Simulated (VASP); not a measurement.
# BaTiO3 (P4mm) in VASP: notebook

Runs on BaTiO3. Level: PBEsol. Tasks: electric field gradients.

Everything below comes from runs of VASP 6.6.1. Logs are shortened: lines on timing, memory, paths and dates and some standing lists are left out, and cuts for length are marked.

## (1) The cell of the first run

It takes space group P4mm (No. 99, tetragonal). The conventional cell has a = 3.946 Å, b = 3.946 Å, c = 3.964 Å, α = 90.00°, β = 90.00°, γ = 90.00°. Within 3.6 Å of Ba (site symmetry 4mm) lie 12 O at 2.75 to 2.84 Å and 8 Ti at 3.38 to 3.46 Å. Within 2.5 Å of Ti (site symmetry 4mm) lie 6 O at 1.85 to 2.12 Å. Within 2.5 Å of O (site symmetry 4mm) lie 2 Ti at 1.85 to 2.12 Å. O (site symmetry 2mm) has 2 Ti at 1.98 Å within 2.6 Å.

## (2) Electric field gradients, PBEsol (volume scaled by 0.96)

Contents of INCAR:

```
PREC     = Accurate       # precision mode
ENCUT    = 520            # plane-wave cutoff, eV
EDIFF    = 1E-8           # SCF threshold, eV
ISMEAR   = -1             # smearing method
SIGMA    = 0.08           # smearing width, eV
LREAL    = False          # projectors in reciprocal space
LASPH    = True           # aspherical terms in the spheres
NELM     = 60             # most SCF steps
ALGO     = Normal         # electronic algorithm
ISIF     = 2              # what is computed and relaxed
LWAVE    = False          # write WAVECAR
LCHARG   = False          # write CHGCAR
GGA      = PS             # functional
LEFG     = True         
NBANDS   = 28             # bands
```

Contents of KPOINTS:

```
regular mesh
0
Gamma
  7 7 7
```

Contents of POSCAR:

```
BaTiO3
1.0
    3.9457420220      0.0000000000      0.0000000000
    0.0000000000      3.9457420220      0.0000000000
    0.0000000000      0.0000000000      3.9636960459
Ba Ti O
1 1 3
Direct
    0.0000000000      0.0000000000      0.0000000000
    0.5000000000      0.5000000000      0.4820000000
    0.5000000000      0.5000000000      0.0160000000
    0.5000000000      0.0000000000      0.5150000000
    0.0000000000      0.5000000000      0.5150000000
```

Potentials or basis: VASP PAW PBE potentials, release 64 (Ba_sv, Ti_sv, O).

Launch:

```console
> cat potpaw_PBE.64/Ba_sv/POTCAR potpaw_PBE.64/Ti_sv/POTCAR potpaw_PBE.64/O/POTCAR > POTCAR
> mpirun -np 1 vasp_std > vasp.out
```

OUTCAR:

```text
PREC = Accurate
   ENCUT = 520
   EDIFF = 1E-8
   ISMEAR = -1
   LREAL = False
   LASPH = True
   NELM = 60
   ISIF = 2
   GGA = PS

 ion  position               nearest neighbor table
   1  0.000  0.000  0.000-   4 2.75   5 2.75   5 2.75   4 2.75   3 2.79   3 2.79   3 2.79   3 2.79
                             4 2.84   5 2.84   5 2.84   4 2.84   2 3.38   2 3.38   2 3.38   2 3.38
   2  0.500  0.500  0.482-   3 1.85   4 1.98   5 1.98   4 1.98   5 1.98   3 2.12   1 3.38   1 3.38
                             1 3.38   1 3.38   1 3.46   1 3.46   1 3.46   1 3.46
   3  0.500  0.500  0.016-   2 1.85   2 2.12   1 2.79   1 2.79   1 2.79   1 2.79
   4  0.500  0.000  0.515-   2 1.98   2 1.98   1 2.75   1 2.75   1 2.84   1 2.84
   5  0.000  0.500  0.515-   2 1.98   2 1.98   1 2.75   1 2.75   1 2.84   1 2.84

  LATTYP: Found a simple tetragonal cell.
 ALAT       =     3.9457420220
 C/A-ratio  =     1.0045502275

  Lattice vectors:

 A1 = (   3.9457420220,   0.0000000000,   0.0000000000)
 A2 = (   0.0000000000,   3.9457420220,   0.0000000000)
 A3 = (   0.0000000000,   0.0000000000,   3.9636960459)

Analysis of symmetry for initial positions (statically):
=====================================================================
 Subroutine PRICEL returns:
 Original cell was already a primitive cell.

 Routine SETGRP: Setting up the symmetry group for a
 simple tetragonal supercell.

 Subroutine GETGRP returns: Found  8 space group operations
 (whereof  8 operations were pure point group operations)
 out of a pool of 16 trial point group operations.

The static configuration has the point symmetry C_4v.

Analysis of symmetry for dynamics (positions and initial velocities):
=====================================================================
 Subroutine PRICEL returns:
 Original cell was already a primitive cell.

 Routine SETGRP: Setting up the symmetry group for a
 simple tetragonal supercell.

 Subroutine GETGRP returns: Found  8 space group operations
 (whereof  8 operations were pure point group operations)
 out of a pool of 16 trial point group operations.

The dynamic configuration has the point symmetry C_4v.

 Subroutine INISYM returns: Found  8 space group operations
 (whereof  8 operations are pure point group operations),
 and found     1 'primitive' translations

----------------------------------------------------------------------------------------

                                     Primitive cell

  volume of cell :      61.7103

  direct lattice vectors                    reciprocal lattice vectors
     3.945742022  0.000000000  0.000000000     0.253437755  0.000000000  0.000000000
     0.000000000  3.945742022  0.000000000     0.000000000  0.253437755  0.000000000
     0.000000000  0.000000000  3.963696046     0.000000000  0.000000000  0.252289779

  length of vectors
     3.945742022  3.945742022  3.963696046     0.253437755  0.253437755  0.252289779

  position of ions in fractional coordinates (direct lattice)
     0.000000000  0.000000000  0.000000000
     0.500000000  0.500000000  0.482000000
     0.500000000  0.500000000  0.016000000
     0.500000000  0.000000000  0.515000000
     0.000000000  0.500000000  0.515000000

  ion indices of the primitive-cell ions
   primitive index   ion index
                 1           1
                 2           2
                 3           3
                 4           4
                 5           5

----------------------------------------------------------------------------------------

 KPOINTS: regular mesh

[... 53 lines left out ...]
   dimension x,y,z NGXF=    60 NGYF=   60 NGZF=   60
   ions per type =               1   1   3
   NGX,Y,Z   is equivalent  to a cutoff of  12.64, 12.64, 12.58 a.u.
   NGXF,Y,Z  is equivalent  to a cutoff of  25.28, 25.28, 25.17 a.u.
 SYSTEM =  unknown system
   PREC   = accura    normal or accurate (medium, high low for compatibility)
   ISTART =      0    job   : 0-new  1-cont  2-samecut
   ICHARG =      2    charge: 1-file 2-atom 10-const
   ISPIN  =      1    spin polarized calculation?
   LNONCOLLINEAR =      F non collinear calculations
   LSORBIT =      F    spin-orbit coupling
   LASPH  =      T    aspherical Exc in radial PAW
   ENCUT  =  520.0 eV  38.22 Ry    6.18 a.u.   7.34  7.34  7.37*2*pi/ulx,y,z
   NELM   =     60;   NELMIN=  2; NELMDL= -5     # of ELM steps
   EDIFF  = 0.1E-07   stopping-criterion for ELM
   LREAL  =      F    real-space projection
   EDIFFG = 0.1E-06   stopping-criterion for IOM
   NSW    =      0    number of steps for IOM
   IBRION =     -1    ionic relax: 0-MD 1-quasi-New 2-CG
   NFREE  =      0    steps in history (QN), initial steepest desc. (CG)
   ISIF   =      2    stress and relaxation
   ISYM   =      2    0-nonsym 1-usesym 2-fastsym
   POTIM  = 0.5000    time-step for ionic-motion
   TEBEG  =    0.0;   TEEND  =   0.0 temperature during run
   PSTRESS=    0.0 pullay stress
   NELECT =      40.0000    total number of electrons
   NUPDOWN=      -1.0000    fix difference up-down
   EMIN   =  10.00;   EMAX   =-10.00  energy-range for DOS
   EFERMI =   0.00;   METHOD = LEGACY
   ISMEAR =    -1;   SIGMA  =   0.08  broadening in eV -4-tet -1-fermi 0-gaus
   EFERMI_NEDOS =   21; number of points for ismear=-14 and -15
   IALGO  =     38    algorithm
   IMIX   =      4    mixing-type and parameters
     AMIX     =   0.40;   BMIX     =  1.00
     AMIX_MAG =   1.60;   BMIX_MAG =  1.00
  volume/ion in A,a.u.               =      12.34        83.29
  Fermi-wavevector in a.u.,A,eV,Ry     =   1.416801  2.677366 27.311324  2.007326
  Thomas-Fermi vector in A             =   2.538098
   LORBIT       =      0    0 simple, 1 ext, 2 COOP (PROOUT), +10 PAW based schemes
   GGA     = PS    functional components
   LHFCALC =     F    Hartree Fock is set to
   AEXX    =    0.0000 exact exchange contribution
   IVDW    =     0    specifies the selected vdW correction
   LEPSILON=     F    determine dielectric tensor
   LRPA    =     F    only Hartree local field effects (RPA)
 non-spin polarized calculation
  energy-cutoff  :      520.00
  volume of cell :       61.71
 maximum number of plane-waves:      1687
 NGX is ok and might be reduce to    30
   NGX = 15   NGY = 15   NGZ = 15

 number of electron      39.9999985 magnetization

 Free energy of the ion-electron system (eV)
  ---------------------------------------------------
  ext. energy  EPLUGINS =         0.00000000
  ---------------------------------------------------
  free energy    TOTEN  =       -41.95507176 eV

  energy without entropy =      -41.95507088  energy(sigma->0) =      -41.95507132

 E-fermi :   4.9839     XC(G=0): -11.7153

 val. band max:        3.9335572040   @ k =   0.4286   0.4286   0.4286
 cond. band min:       5.8462232232   @ k =   0.0000   0.0000   0.0000
 fundamental gap:      1.9126660192
 Fermi energy:         4.9838796771

 k-point     1 :       0.0000    0.0000    0.0000
  band No.  band energies     occupation
      1     -52.1072      2.00000
      2     -28.5066      2.00000
      3     -28.4545      2.00000
      4     -28.4545      2.00000
      5     -20.7023      2.00000
      6     -12.9093      2.00000
[... 733 lines left out ...]
     27      12.6393      0.00000
     28      13.0622      0.00000

 [... further k-points ...]

------------------------ aborting loop because EDIFF is reached ----------------------------------------

  FORCE on cell =-STRESS in cart. coord.  units (eV):
  Direction    XX          YY          ZZ          XY          YZ          ZX
  --------------------------------------------------------------------------------------
  -------------------------------------------------------------------------------------
  Total        1.9681774      1.9681774      2.6987012      0.0000000      0.0000000      0.0000000
  in kB       51.0995545     51.0995545     70.0660544      0.0000000      0.0000000      0.0000000
  external PRESSURE =      57.4217211 kB  Pullay stress =       0.0000000 kB

 VOLUME and BASIS-vectors are now :
 -----------------------------------------------------------------------------
  energy-cutoff  :      520.00
  volume of cell :       61.71
      direct lattice vectors                 reciprocal lattice vectors
     3.945742022  0.000000000  0.000000000     0.253437755  0.000000000  0.000000000
     0.000000000  3.945742022  0.000000000     0.000000000  0.253437755  0.000000000
     0.000000000  0.000000000  3.963696046     0.000000000  0.000000000  0.252289779

 POSITION                                       TOTAL-FORCE (eV/Angst)
 -----------------------------------------------------------------------------------
      0.00000      0.00000      0.00000         0.000000      0.000000     -0.057971
      1.97287      1.97287      1.91050         0.000000      0.000000      0.295859
      1.97287      1.97287      0.06342         0.000000     -0.000000      0.045777
      1.97287      0.00000      2.04130         0.000000      0.000000     -0.141832
      0.00000      1.97287      2.04130        -0.000000      0.000000     -0.141832
 -----------------------------------------------------------------------------------
    total drift:                                0.000000      0.000000     -0.000586

  FREE ENERGIE OF THE ION-ELECTRON SYSTEM (eV)
  ---------------------------------------------------
  free  energy   TOTEN  =       -41.9550717608 eV

  energy  without entropy=      -41.9550708848  energy(sigma->0) =      -41.95507132

 Electric field gradients (V/A^2)
---------------------------------------------------------------------
 ion       V_xx      V_yy      V_zz      V_xy      V_xz      V_yz
---------------------------------------------------------------------
   1       2.220     2.220    -4.439    -0.000    -0.000     0.000
   2       1.141     1.141    -2.282     0.000    -0.000     0.000
   3      -5.361    -5.361    10.723     0.000     0.000    -0.000
   4     -10.431    21.985   -11.555     0.000     0.000     0.000
   5      21.985   -10.431   -11.555    -0.000    -0.000    -0.000
---------------------------------------------------------------------

 Electric field gradients after diagonalization (V/A^2)
 (convention: |V_zz| > |V_xx| > |V_yy|)
----------------------------------------------------------------------
 ion       V_xx      V_yy      V_zz     asymmetry (V_yy - V_xx)/ V_zz
----------------------------------------------------------------------
   1       2.220     2.220    -4.439       0.000
   2       1.141     1.141    -2.282       0.000
   3      -5.361    -5.361    10.723       0.000
   4     -11.555   -10.431    21.985       0.051
   5     -11.555   -10.431    21.985       0.051
----------------------------------------------------------------------

           NMR quadrupolar parameters

 Cq : quadrupolar parameter    Cq=e*Q*V_zz/h
 eta: asymmetry parameters     (V_yy - V_xx)/ V_zz
 Q  : nuclear electric quadrupole moment in mb (millibarn)
----------------------------------------------------------------------
 ion       Cq(MHz)       eta       Q (mb)
----------------------------------------------------------------------
   1      -0.011       0.000       1.000
   2      -0.006       0.000       1.000
   3       0.026       0.000       1.000
   4       0.053       0.051       1.000
   5       0.053       0.051       1.000
----------------------------------------------------------------------
```

Run time: 2.6 min. Hardware: 1 thread of Intel Xeon Platinum 8375C at 2.90GHz (Ice Lake), shared host; peak memory 0.21 GiB.

What came out:

```
Free energy            : -41.9551 eV
Pressure               : 5.7 GPa
Largest force          : 0.296 eV/Å
Band gap on the k mesh : 1.91 eV, indirect (least direct gap 2.11 eV)
```

Forces in eV/Å, atoms in the order of the input:
```
Ba   0.000  0.000 -0.058
Ti   0.000  0.000  0.296
O    0.000  0.000  0.046
O    0.000  0.000 -0.142
O    0.000  0.000 -0.142
```

Stress tensor (GPa, compression positive):
```
5.11 0.00 0.00
0.00 5.11 0.00
0.00 0.00 7.01
```

Electric field gradients, principal values (V/Å²):
| atom | least | middle | greatest (by size) |
| --- | --- | --- | --- |
| 1 Ba | 2.220 | 2.220 | -4.439 |
| 2 Ti | 1.141 | 1.141 | -2.282 |
| 3 O | -5.361 | -5.361 | 10.723 |
| 4 O | -10.431 | -11.555 | 21.985 |
| 5 O | -10.431 | -11.555 | 21.985 |

Caveat: without QUAD_EFG the Cq values of the log hold for a quadrupole moment of 1 mb, not for the nuclei; the PAW data sets were made with another functional, which shifts forces and pressure a little; spin-orbit coupling is left out, which moves the levels of the heavy elements.

(Continued in part 2 of 2.)
